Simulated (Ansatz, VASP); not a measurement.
## Eu in VASP and in Ansatz

```
Eu
1.0
     1.99707   -3.47971    0.00000
     1.99707    3.47971    0.00000
     0.00000    0.00000    6.34073
Eu
2
Direct
  0.83687 0.16313 0.75000
  0.16313 0.83687 0.25000
```

Alike in both runs: task single point; functional PBE; k mesh 8 × 8 × 5; occupations fermi-dirac, width 0.08 eV; collinear spin.

|  | VASP | Ansatz |
| --- | --- | --- |
| version | VASP 6.6.1 | Ansatz 0.2.0 |
| potentials or method | VASP PAW PBE potentials, release 64 (Eu) | PAW with Ansatz's default frozen-core files, scalar-relativistic |
| plane-wave cutoff (eV) | 520 | 420 |
| valence electrons in the cell | 34 | 34 |

|  | VASP | Ansatz | Ansatz less VASP |
| --- | --- | --- | --- |
| pressure (GPa) | -0.9 | -0.6 | +0.27 |
| traceless stress, the component that is largest in VASP (GPa) | 0.23 | 0.23 | +0.001 |
| rms of the force components (eV/Å) | 0.013 | 0.013 | 0.0000 |
| net moment per atom (μB) | 7.57 | 7.58 | +0.010 |
| size of the moment on the site where the two differ most (μB) | 6.74 | 7.19 | +0.456 |

Site moments also hang on the region over which each program counts them. Atom by atom the forces differ by 0.000 eV/Å (rms over components).

Spin-orbit coupling is off throughout.
